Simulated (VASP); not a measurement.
# Li2Zn3S (P6/mmm) in VASP: a series of runs

Runs on Li2Zn3S. Level: PBE. Tasks: single point, relaxation of cell and atoms.

Program: VASP 6.6.1. These are calculated values, not measurements. Logs are shortened: lines on timing, memory, paths and dates and some standing lists are left out, and cuts for length are marked.

### 1 The cell of the first run

It takes space group P6/mmm (No. 191, hexagonal). Conventional cell: a = 5.010 Å, b = 5.010 Å, c = 4.070 Å, α = 90.00°, β = 90.00°, γ = 120.00°. Li (site symmetry -6m2) has 6 Zn at 2.50 Å and 3 Li at 2.89 Å and 3 S at 2.89 Å within 3.3 Å. Zn (site symmetry mmm) has 4 Li at 2.50 Å and 4 Zn at 2.51 Å and 4 S at 3.23 Å within 3.3 Å. Within 3.8 Å of S (site symmetry 6/mmm) lie 6 Li at 2.89 Å and 12 Zn at 3.23 Å.

The cell was generated, and may not be a known phase.

### 2 Single point, PBE

INCAR

```
PREC = Accurate ; ENCUT = 750
EDIFF = 1E-6 ; ISMEAR = 0
SIGMA = 0.1 ; LREAL = False
LASPH = True ; NELM = 120
ALGO = Normal ; ISIF = 2
LWAVE = False ; LCHARG = True
GGA = PE ; LELF = True
LVHAR = True ; NBANDS = 33
GGA_COMPAT = False
```

KPOINTS

```
regular mesh
0
Gamma
  6 6 4
```

POSCAR

```
Li2Zn3S
1.0
    5.0102517000      0.0000000000      0.0000000000
   -2.5051258500      4.3390052500      0.0000000000
    0.0000000000      0.0000000000      4.0703229900
Li Zn S
2 3 1
Direct
    0.3333333300      0.6666666700      0.0000000000
    0.6666666700      0.3333333300      0.0000000000
    0.5000000000      0.0000000000      0.5000000000
    0.5000000000      0.5000000000      0.5000000000
    0.0000000000      0.5000000000      0.5000000000
    0.0000000000      0.0000000000      0.0000000000
```

Potentials or basis: VASP PAW PBE potentials, release 64 (Li_sv, Zn, S).

Command:

```
cat potpaw_PBE.64/Li_sv/POTCAR potpaw_PBE.64/Zn/POTCAR potpaw_PBE.64/S/POTCAR > POTCAR
mpirun -np 1 vasp_std > vasp.out
```

OUTCAR:

```text
PREC = Accurate
   ENCUT = 750
   EDIFF = 1E-6
   ISMEAR = 0
   LREAL = False
   LASPH = True
   NELM = 120
   ISIF = 2
   GGA = PE

 ion  position               nearest neighbor table
   1  0.333  0.667  0.000-   3 2.50   3 2.50   5 2.50   5 2.50   4 2.50   4 2.50
   2  0.667  0.333  0.000-   3 2.50   3 2.50   5 2.50   5 2.50   4 2.50   4 2.50
   3  0.500  0.000  0.500-   1 2.50   2 2.50   1 2.50   2 2.50   4 2.51   5 2.51   4 2.51   5 2.51

   4  0.500  0.500  0.500-   1 2.50   2 2.50   1 2.50   2 2.50   3 2.51   3 2.51   5 2.51   5 2.51

   5  0.000  0.500  0.500-   1 2.50   2 2.50   1 2.50   2 2.50   3 2.51   3 2.51   4 2.51   4 2.51

   6  0.000  0.000  0.000-

  LATTYP: Found a hexagonal cell.
 ALAT       =     5.0102517000
 C/A-ratio  =     0.8123989040

  Lattice vectors:

 A1 = (   5.0102517000,   0.0000000000,   0.0000000000)
 A2 = (  -2.5051258500,   4.3390052500,   0.0000000000)
 A3 = (   0.0000000000,   0.0000000000,   4.0703229900)

Analysis of symmetry for initial positions (statically):
=====================================================================
 Subroutine PRICEL returns:
 Original cell was already a primitive cell.

 Routine SETGRP: Setting up the symmetry group for a
 hexagonal supercell.

 Subroutine GETGRP returns: Found 24 space group operations
 (whereof 24 operations were pure point group operations)
 out of a pool of 24 trial point group operations.

The static configuration has the point symmetry D_6h.

Analysis of symmetry for dynamics (positions and initial velocities):
=====================================================================
 Subroutine PRICEL returns:
 Original cell was already a primitive cell.

 Routine SETGRP: Setting up the symmetry group for a
 hexagonal supercell.

 Subroutine GETGRP returns: Found 24 space group operations
 (whereof 24 operations were pure point group operations)
 out of a pool of 24 trial point group operations.

The dynamic configuration has the point symmetry D_6h.

 Subroutine INISYM returns: Found 24 space group operations
 (whereof 24 operations are pure point group operations),
 and found     1 'primitive' translations

----------------------------------------------------------------------------------------

                                     Primitive cell

  volume of cell :      88.4868
[... 93 lines left out ...]
   EDIFF  = 0.1E-05   stopping-criterion for ELM
   LREAL  =      F    real-space projection
   EDIFFG = 0.1E-04   stopping-criterion for IOM
   NSW    =      0    number of steps for IOM
   IBRION =     -1    ionic relax: 0-MD 1-quasi-New 2-CG
   NFREE  =      0    steps in history (QN), initial steepest desc. (CG)
   ISIF   =      2    stress and relaxation
   ISYM   =      2    0-nonsym 1-usesym 2-fastsym
   POTIM  = 0.5000    time-step for ionic-motion
   TEBEG  =    0.0;   TEEND  =   0.0 temperature during run
   PSTRESS=    0.0 pullay stress
   NELECT =      48.0000    total number of electrons
   NUPDOWN=      -1.0000    fix difference up-down
   EMIN   =  10.00;   EMAX   =-10.00  energy-range for DOS
   EFERMI =   0.00;   METHOD = LEGACY
   ISMEAR =     0;   SIGMA  =   0.10  broadening in eV -4-tet -1-fermi 0-gaus
   EFERMI_NEDOS =   21; number of points for ismear=-14 and -15
   IALGO  =     38    algorithm
   IMIX   =      4    mixing-type and parameters
     AMIX     =   0.40;   BMIX     =  1.00
     AMIX_MAG =   1.60;   BMIX_MAG =  1.00
  volume/ion in A,a.u.               =      14.75        99.52
  Fermi-wavevector in a.u.,A,eV,Ry     =   1.335147  2.523062 24.253979  1.782617
  Thomas-Fermi vector in A             =   2.463874
   LORBIT       =      0    0 simple, 1 ext, 2 COOP (PROOUT), +10 PAW based schemes
   GGA     = PE    functional components
   LHFCALC =     F    Hartree Fock is set to
   AEXX    =    0.0000 exact exchange contribution
   IVDW    =     0    specifies the selected vdW correction
   LEPSILON=     F    determine dielectric tensor
   LRPA    =     F    only Hartree local field effects (RPA)
 non-spin polarized calculation
 Gauss-broadening in eV      SIGMA  =   0.10
  energy-cutoff  :      750.00
  volume of cell :       88.49
 maximum number of plane-waves:      4148
 NGX is ok and might be reduce to    48
   NGX = 23   NGY = 23   NGZ = 19

 number of electron      47.9999989 magnetization

 Free energy of the ion-electron system (eV)
  ---------------------------------------------------
  ext. energy  EPLUGINS =         0.00000000
  ---------------------------------------------------
  free energy    TOTEN  =       -11.08652710 eV

  energy without entropy =      -11.08125398  energy(sigma->0) =      -11.08389054

 E-fermi :   3.6853     XC(G=0): -10.3549

 val. band max:        3.6771345070   @ k =   0.1667   0.1667   0.0000
 cond. band min:       3.7665775570   @ k =   0.5000   0.0000   0.0000
 fundamental gap:      0.0894430500
 Fermi energy:         3.6852739195

 k-point     1 :       0.0000    0.0000    0.0000
  band No.  band energies     occupation
      1     -42.7920      2.00000
      2     -42.7730      2.00000
      3      -9.3981      2.00000
      4      -5.6040      2.00000
      5      -4.8323      2.00000
      6      -4.8153      2.00000
[... 745 lines left out ...]
     32      11.3068      0.00000
     33      14.2242      0.00000

------------------------ aborting loop because EDIFF is reached ----------------------------------------

  FORCE on cell =-STRESS in cart. coord.  units (eV):
  Direction    XX          YY          ZZ          XY          YZ          ZX
  --------------------------------------------------------------------------------------
  -------------------------------------------------------------------------------------
  Total        2.5529389      2.5529388      8.0830825      0.0000000      0.0000000      0.0000000
  in kB       46.2245192     46.2245191    146.3554846      0.0000000      0.0000000      0.0000000
  external PRESSURE =      79.6015076 kB  Pullay stress =       0.0000000 kB

 VOLUME and BASIS-vectors are now :
 -----------------------------------------------------------------------------
  energy-cutoff  :      750.00
  volume of cell :       88.49
      direct lattice vectors                 reciprocal lattice vectors
     5.010251700  0.000000000  0.000000000     0.199590771  0.115233785  0.000000000
    -2.505125850  4.339005250  0.000000000     0.000000000  0.230467571  0.000000000
     0.000000000  0.000000000  4.070322990     0.000000000  0.000000000  0.245680749

 POSITION                                       TOTAL-FORCE (eV/Angst)
 -----------------------------------------------------------------------------------
     -0.00000      2.89267      0.00000         0.000000     -0.000000      0.000000
      2.50513      1.44634      0.00000        -0.000000      0.000000     -0.000000
      2.50513      0.00000      2.03516         0.000000      0.000000      0.000000
      1.25256      2.16950      2.03516         0.000000      0.000000      0.000000
     -1.25256      2.16950      2.03516         0.000000      0.000000      0.000000
      0.00000      0.00000      0.00000         0.000000      0.000000      0.000000
 -----------------------------------------------------------------------------------
    total drift:                                0.000000      0.000000     -0.000000

  FREE ENERGIE OF THE ION-ELECTRON SYSTEM (eV)
  ---------------------------------------------------
  free  energy   TOTEN  =       -11.0865270968 eV

  energy  without entropy=      -11.0812539783  energy(sigma->0) =      -11.08389054
```

OSZICAR:

```text
N       E                     dE             d eps       ncg     rms          rms(c)
DAV:   1     0.362862322844E+03    0.36286E+03   -0.27720E+04  1386   0.246E+03
DAV:   2     0.265390148725E+02   -0.33632E+03   -0.32133E+03  1386   0.490E+02
DAV:   3    -0.918270165828E+01   -0.35722E+02   -0.34664E+02  1963   0.134E+02
DAV:   4    -0.119284034677E+02   -0.27457E+01   -0.26815E+01  2120   0.273E+01
DAV:   5    -0.119974761325E+02   -0.69073E-01   -0.69042E-01  1802   0.431E+00    0.943E+00
DAV:   6    -0.111804856002E+02    0.81699E+00   -0.34539E+00  1804   0.330E+01    0.593E+00
DAV:   7    -0.111091304962E+02    0.71355E-01   -0.44418E-01  1685   0.760E+00    0.259E+00
DAV:   8    -0.110868924008E+02    0.22238E-01   -0.56510E-02  1591   0.154E+00    0.447E-01
DAV:   9    -0.110865741143E+02    0.31829E-03   -0.80232E-03  1840   0.586E-01    0.174E-01
DAV:  10    -0.110865159666E+02    0.58148E-04   -0.74414E-04  1704   0.165E-01    0.610E-02
DAV:  11    -0.110865224297E+02   -0.64631E-05   -0.96957E-05  1733   0.667E-02    0.224E-02
DAV:  12    -0.110865274283E+02   -0.49986E-05   -0.34627E-05  1892   0.574E-02    0.656E-03
DAV:  13    -0.110865270968E+02    0.33155E-06   -0.46677E-06  1695   0.292E-02
   1 F= -.11086527E+02 E0= -.11083891E+02  d E =-.527312E-02
```

stdout:

```text
POSCAR found type information on POSCAR LiZnS
 POSCAR found :  3 types and       6 ions
 scaLAPACK will be used
 LDA part: xc-table for (Slater+PW92), standard interpolation
 POSCAR, INCAR and KPOINTS ok, starting setup
 FFT: planning ... GRIDC
 FFT: planning ... GRID_SOFT
 FFT: planning ... GRID
 WAVECAR not read
 entering main loop
```

Run time: 60 s. Hardware: 1 thread of Intel Xeon 6975P-C (Granite Rapids), shared host; peak memory 0.32 GiB.

Results:

```yaml
Free_energy: -11.0865 eV
Pressure: 8.0 GPa
Band_gap_on_the_k_mesh: zero (bands 24 and 25 overlap by 2.11 eV)
```

Stress tensor (GPa, compression positive):
```
 4.62  0.00  0.00
 0.00  4.62  0.00
 0.00  0.00 14.64
```

Caveat: the k points lie up to 0.39 Å⁻¹ apart, too coarse for converged energies and pressures of a metal.

### 3 Single point, PBE

This run uses another cell than the first one, of 17.97 Å³/atom.

INCAR

```
SYSTEM = Li2Zn3S
ALGO     = Normal         ! electronic algorithm
EDIFF    = 1E-6           ! SCF threshold, eV
ENCUT    = 750            ! plane-wave cutoff, eV
GGA      = PE             ! functional
GGA_COMPAT= .FALSE.      
ISIF     = 2              ! what is computed and relaxed
ISMEAR   = 0              ! smearing method
LASPH    = .TRUE.         ! aspherical terms in the spheres
LCHARG   = .FALSE.        ! write CHGCAR
LREAL    = .FALSE.        ! projectors in reciprocal space
LWAVE    = .FALSE.        ! write WAVECAR
NBANDS   = 33             ! bands
NELM     = 120            ! most SCF steps
PREC     = Accurate       ! precision mode
SIGMA    = 0.1            ! smearing width, eV
```

KPOINTS

```
k-points
0
G
  6 6 4
  0 0 0
```

POSCAR

```
Li2Zn3S
1.0
    4.8272889181      0.0000000000      0.0000000000
   -2.4136444591      4.1805548345      0.0000000000
    0.0000000000      0.0000000000      5.3415153203
Li Zn S
2 3 1
Direct
    0.3333333333      0.6666666667      0.0000000000
    0.6666666667      0.3333333333      0.0000000000
    0.5000000000      0.0000000000      0.5000000000
    0.5000000000      0.5000000000      0.5000000000
    0.0000000000      0.5000000000      0.5000000000
    0.0000000000      0.0000000000      0.0000000000
```

Potentials or basis: VASP PAW PBE potentials, release 64 (Li_sv, Zn, S).

Command:

```
cat potpaw_PBE.64/Li_sv/POTCAR potpaw_PBE.64/Zn/POTCAR potpaw_PBE.64/S/POTCAR > POTCAR
mpirun -np 1 vasp_std > vasp.out
```

Wall time 71 s (1 thread of Intel Xeon 6975P-C (Granite Rapids), shared host); peak memory 0.38 GiB.

It converged, with:

| Item | Value |
| --- | --- |
| Free energy | -12.0330 eV |
| Pressure | 0.1 GPa |
| Band gap on the k mesh | zero (bands 24 and 25 overlap by 0.84 eV) |

Stress tensor (GPa, compression positive):
```
0.14 0.00 0.00
0.00 0.14 0.00
0.00 0.00 0.06
```

Levels at points of the mesh, in eV from the Fermi level:
```
           k point  band 20  band 21  band 22  band 23  band 24  band 25  band 26  band 27  band 28  band 29
(0.00, 0.00, 0.00)    -3.62    -2.88    -2.88    -1.42     0.67     0.79     0.79     2.14     2.14     2.39
(0.50, 0.00, 0.00)    -5.02    -3.45    -2.58    -2.42    -0.45    -0.07     0.47     2.19     3.16     4.46
(0.00, 0.00, 0.50)    -2.66    -2.66    -1.77    -1.49    -1.44     1.31     1.31     1.88     1.88     1.97
(0.50, 0.00, 0.50)    -5.48    -4.15    -3.20    -2.19    -0.45     0.34     1.29     1.73     4.35     6.00
```

### 4 Relaxation of cell and atoms, PBE

INCAR

```
SYSTEM = Li2Zn3S
PREC = Accurate ; ENCUT = 750
EDIFF = 1E-7 ; ISMEAR = 0
SIGMA = 0.1 ; LREAL = .FALSE.
LASPH = .TRUE. ; NELM = 120
ALGO = Normal ; ISIF = 3
LWAVE = .FALSE. ; LCHARG = .FALSE.
GGA = PE ; IBRION = 2
NSW = 90 ; EDIFFG = -0.04
GGA_COMPAT = .FALSE. ; NELMIN = 4
```

KPOINTS

```
regular mesh
0
G
  6 6 4
  0 0 0
```

POSCAR

```
Li2Zn3S
1.0
    5.0102517000      0.0000000000      0.0000000000
   -2.5051258500      4.3390052500      0.0000000000
    0.0000000000      0.0000000000      4.0703229900
Li Zn S
2 3 1
Direct
    0.3333333300      0.6666666700      0.0000000000
    0.6666666700      0.3333333300      0.0000000000
    0.5000000000      0.0000000000      0.5000000000
    0.5000000000      0.5000000000      0.5000000000
    0.0000000000      0.5000000000      0.5000000000
    0.0000000000      0.0000000000      0.0000000000
```

Command:

```
cat potpaw_PBE.64/Li_sv/POTCAR potpaw_PBE.64/Zn/POTCAR potpaw_PBE.64/S/POTCAR > POTCAR
mpirun -np 1 vasp_std > vasp.out
```

Run time: 5.4 min. Hardware: 1 thread of Intel Xeon 6975P-C (Granite Rapids), shared host; peak memory 0.33 GiB.

The run converged. Its results:

```yaml
Free_energy: -12.0198 eV
Relaxed_volume: 17.79 Å³/atom
Relaxed_cell: a = 4.826 Å, b = 4.826 Å, c = 5.292 Å, α = 90.00°, β = 90.00°, γ = 120.00°
Space_group_after_relaxing_to_0.1_Å: P6/mmm (No. 191)
Energy_gained_by_relaxing: 155.6 meV/atom
Ionic_steps: 9
Pressure_after_relaxing: 0.3 GPa
Band_gap_on_the_k_mesh: zero (bands 24 and 25 overlap by 0.85 eV)
```

Step by step:
```csv
step,energy change (eV),largest force (eV/Å),pressure (GPa),volume (Å³)
1,0.0000,0.0000,7.91,88.49
2,-0.4216,0.0000,1.89,98.09
3,-0.5248,0.0000,-0.94,105.30
4,-0.5309,0.0000,-1.67,107.74
5,-0.6713,0.0000,-1.13,106.78
6,-0.9124,0.0000,1.60,102.89
7,-0.9142,0.0000,1.13,103.29
8,-0.9142,0.0000,1.34,103.11
9,-0.9333,0.0000,0.28,106.76
```

Final structure:
```
Li Zn S
1.0
     4.82637    0.00000    0.00000
    -2.41318    4.17976    0.00000
     0.00000    0.00000    5.29229
Li Zn S
2 3 1
Cartesian
  0.0000 2.7865 5.2923
  2.4132 1.3933 0.0000
  0.0000 4.1798 2.6461
  1.2066 2.0899 2.6461
  -1.2066 2.0899 2.6461
  0.0000 0.0000 0.0000
```

Levels at points of the mesh, in eV from the Fermi level:
```csv
k point,band 20,band 21,band 22,band 23,band 24,band 25,band 26,band 27,band 28
"(0.00, 0.00, 0.00)",-3.65,-2.93,-2.93,-1.45,0.66,0.73,0.73,2.15,2.15
"(0.50, 0.00, 0.00)",-5.04,-3.50,-2.56,-2.46,-0.47,-0.08,0.48,2.19,3.18
"(0.00, 0.00, 0.50)",-2.69,-2.69,-1.78,-1.52,-1.45,1.28,1.28,1.82,1.82
"(0.50, 0.00, 0.50)",-5.53,-4.19,-3.23,-2.23,-0.47,0.31,1.33,1.74,4.31
```

Caveat: the k points lie up to 0.30 Å⁻¹ apart in the final cell, too coarse for converged energies and pressures of a metal; the volume moved by over 15 % at a fixed basis, so the end points are rough.

### 5 Single point, PBE

This run uses another cell than the first one, of 18.32 Å³/atom.

INCAR

```
SYSTEM = Li2Zn3S
PREC = Accurate
ENCUT = 750
EDIFF = 1E-6
ISMEAR = 0
SIGMA = 0.1
LREAL = .False.
LASPH = .True.
NELM = 120
ALGO = Normal
ISIF = 2
LWAVE = .False.
LCHARG = .True.
GGA = PE
LELF = .True.
LVHAR = .True.
NBANDS = 33
GGA_COMPAT = .False.
```

KPOINTS

```
Automatic mesh
0
Gamma
  12 12 8
  0 0 0
```

POSCAR

```
Li2Zn3S
1.0
    4.8207318912      0.0000000000      0.0000000000
   -2.4103659456      4.1748762826      0.0000000000
    0.0000000000      0.0000000000      5.4628379381
Li Zn S
2 3 1
Direct
    0.3333333333      0.6666666667      0.0000000000
    0.6666666667      0.3333333333      0.0000000000
    0.5000000000      0.0000000000      0.5000000000
    0.5000000000      0.5000000000      0.5000000000
    0.0000000000      0.5000000000      0.5000000000
    0.0000000000      0.0000000000      0.0000000000
```

Command:

```
cat potpaw_PBE.64/Li_sv/POTCAR potpaw_PBE.64/Zn/POTCAR potpaw_PBE.64/S/POTCAR > POTCAR
mpirun -np 1 vasp_std > vasp.out
```

It took 5.4 min on 1 thread of Intel Xeon 6975P-C (Granite Rapids), shared host; peak memory 0.67 GiB.

Results (log left out):

```yaml
Free_energy: -12.0621 eV
Pressure: 0.1 GPa
Band_gap_on_the_k_mesh: zero (bands 24 and 25 overlap by 1.04 eV)
```

Stress tensor (GPa, compression positive):
```
 0.19  0.00  0.00
 0.00  0.19  0.00
 0.00  0.00 -0.02
```

Levels at points of the mesh, in eV from the Fermi level:
```tsv
k point	band 20	band 21	band 22	band 23	band 24	band 25	band 26	band 27	band 28	band 29
(0.00, 0.00, 0.00)	-3.60	-2.83	-2.83	-1.37	0.66	0.90	0.90	2.11	2.11	2.26
(0.50, 0.00, 0.00)	-4.99	-3.40	-2.68	-2.38	-0.47	-0.04	0.43	2.16	3.04	4.44
(0.00, 0.00, 0.50)	-2.65	-2.65	-1.78	-1.46	-1.43	1.39	1.39	1.93	1.93	2.02
(0.50, 0.00, 0.50)	-5.41	-4.12	-3.18	-2.12	-0.38	0.36	1.20	1.65	4.39	5.63
```

### 6 Summary

| task | cell | k mesh | gap on the mesh (eV) | pressure (GPa) |
| --- | --- | --- | --- | --- |
| single point | a = 5.010, b = 5.010, c = 4.070 Å, angles 90.0, 90.0, 120.0°, 6 atoms | 6 × 6 × 4 | none | 8.0 |
| single point | a = 4.827, b = 4.827, c = 5.342 Å, angles 90.0, 90.0, 120.0°, 6 atoms | 6 × 6 × 4 | none | 0.1 |
| relaxation of cell and atoms | relaxed from a = 5.010, b = 5.010, c = 4.070 Å, angles 90.0, 90.0, 120.0°, 6 atoms | 6 × 6 × 4 | none | 0.3 |
| single point | a = 4.821, b = 4.821, c = 5.463 Å, angles 90.0, 90.0, 120.0°, 6 atoms | 12 × 12 × 8 | none | 0.1 |

Alike in all rows: level PBE; potentials or basis VASP PAW PBE potentials, release 64 (Li_sv, Zn, S); no spin polarisation; cutoff (eV) 750; smearing gaussian 0.1 eV.

Caveats: some runs use coarse meshes; the volume moved by over 15 % at a fixed basis, so the end points are rough (at least some runs).

Total energies depend on the potentials used, so only differences within one code and one set of settings carry meaning.

The gap in the log of VASP goes by the Fermi energy; the results here count the filled bands.